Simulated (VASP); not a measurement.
Na, 1 atom in the cell. The structure is cubic, space group Im-3m (No. 229). Conventional cell: a = 4.190 Å, b = 4.190 Å, c = 4.190 Å, α = 90.00°, β = 90.00°, γ = 90.00°. Within 4.8 Å of Na (site symmetry m-3m) lie 14 Na at 3.63 to 4.19 Å. 

```yaml
Program: VASP 6.6.1
Task: vibrations by perturbation theory
Functional: PBEsol
Potentials_or_basis: VASP PAW PBE potentials, release 64 (Na_pv)
Cutoff: 520 eV
k_mesh: 16 × 16 × 16
Occupations: fermi-dirac, width 0.05 eV
Spin: no spin polarisation
Dipole_correction: no
Further_INCAR_settings: ALGO = Normal; EDIFF = 1e-08; IBRION = 8; NSW = 1
```

Potentials or basis: VASP PAW PBE potentials, release 64 (Na_pv).

Run with:

```console
$ cat potpaw_PBE.64/Na_pv/POTCAR > POTCAR
$ mpirun -np 1 vasp_std > vasp.out
```

Hardware: 1 thread of Intel Xeon 8259CL (shared host).

Question: Estimate the wall time of this run.

Answer: Run time: 4.5 min on 1 thread of Intel Xeon 8259CL (shared host), peak memory 0.3 GiB. Counts: scf iterations 32, k points 145.
